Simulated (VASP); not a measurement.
A run of VASP 6.6.1:

INCAR

```
SYSTEM = Cu4O
PREC = Accurate
ENCUT = 520
EDIFF = 1E-6
ISMEAR = 0
SIGMA = 0.1
LREAL = .False.
LASPH = .True.
NELM = 100
ALGO = Normal
ISIF = 2
LWAVE = .False.
LCHARG = .False.
LDIPOL = .True.
IDIPOL = 3
DIPOL = 0.5 0.5 0.499
GGA = PS
IBRION = 2
NSW = 90
EDIFFG = -0.03
```

KPOINTS

```
Automatic mesh
0
Gamma
  12 12 1
  0 0 0
```

Contents of POSCAR:

```
Cu4O
1.0
    2.5196845177      0.0000000000      0.0000000000
   -1.2598422588      2.1821108018      0.0000000000
    0.0000000000      0.0000000000     25.1719413810
Cu O
4 1
Selective dynamics
Direct
    0.6666666667      0.3333333333      0.3376775700  F F F
    0.3333333333      0.6666666667      0.4194080080  F F F
    0.0000000000      0.0000000000      0.5001010482  T T T
    0.6666666667      0.3333333333      0.5807085547  T T T
    0.6666666667      0.3333333333      0.6593675651  T T T
```

Potentials or basis: VASP PAW PBE potentials, release 64 (Cu, O).

Run with:

```sh
$ cat potpaw_PBE.64/Cu/POTCAR potpaw_PBE.64/O/POTCAR > POTCAR
$ mpirun -np 1 vasp_std > vasp.out
```

Hardware: 1 thread of Intel Xeon 8259CL, on a shared host.

Task: Estimate the wall time of this run.

Result: Run time: 20 min on 1 thread of Intel Xeon 8259CL, on a shared host, peak memory 0.3 GiB. Counts: scf iterations 131, k points 19, ion steps 11.
